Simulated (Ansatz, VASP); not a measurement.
Two plane-wave programs on Si

INCAR

```
ALGO     = Normal         # electronic algorithm
EDIFF    = 1E-6           # SCF threshold, eV
EDIFFG   = -0.005         # ionic threshold
ENCUT    = 600            # plane-wave cutoff, eV
GGA      = PE             # functional
IBRION   = 2              # ionic algorithm
ISIF     = 3              # what is computed and relaxed
ISMEAR   = -1             # smearing method
LASPH    = True           # aspherical terms in the spheres
LCHARG   = False          # write CHGCAR
LREAL    = False          # projectors in reciprocal space
LWAVE    = False          # write WAVECAR
NELM     = 100            # most SCF steps
NSW      = 100            # ionic steps
PREC     = Accurate       # precision mode
SIGMA    = 0.03           # smearing width, eV
```

KPOINTS

```
k-points
0
Gamma
  14 14 14
```

File POSCAR:

```
Si
1.0
    2.3912123260      0.0000000000      0.0000000000
    0.0000000000      2.3912123260      0.0000000000
    0.0000000000      0.0000000000      2.3912123260
Si
1
Direct
    0.0000000000      0.0000000000      0.0000000000
```

Input for Ansatz:

```yaml
crystal:
  lattice:
    - [2.391212326, 0.0, 0.0]
    - [0.0, 2.391212326, 0.0]
    - [0.0, 0.0, 2.391212326]
  atoms:
    - { symbol: Si, position: [0.0, 0.0, 0.0] }
kpoints:
  mp_grid: { grid: [14, 14, 14] }
scf:
  occupations: { method: fermi_dirac, width: 0.03 }
hamiltonian:
  xc: pbe
  pseudopotentials: { kind: paw }
output:
  forces: true
  stress: true
relax:
  f_tol: 0.005
  max_steps: 80
  cell: {}
```

Alike in both runs: task relaxation of cell and atoms; functional PBE; k mesh 14 × 14 × 14; occupations fermi-dirac, width 0.03 eV; no spin polarisation.

|  | VASP | Ansatz |
| --- | --- | --- |
| version | VASP 6.6.1 | Ansatz 0.2.0 |
| potentials or method | VASP PAW PBE potentials, release 64 (Si) | PAW with Ansatz's default frozen-core files, scalar-relativistic |
| plane-wave cutoff (eV) | 600 | 420 |
| valence electrons in the cell | 4 | 4 |

```csv
,VASP,Ansatz,Ansatz less VASP
relaxed volume (Å³/atom),16.24,16.24,+0.003
relaxed cell length with the largest relative difference (Å),2.532,2.532,+0.0001
```

Noted on VASP's run: the volume moved by over 15 % at a fixed basis, so the end points are rough.
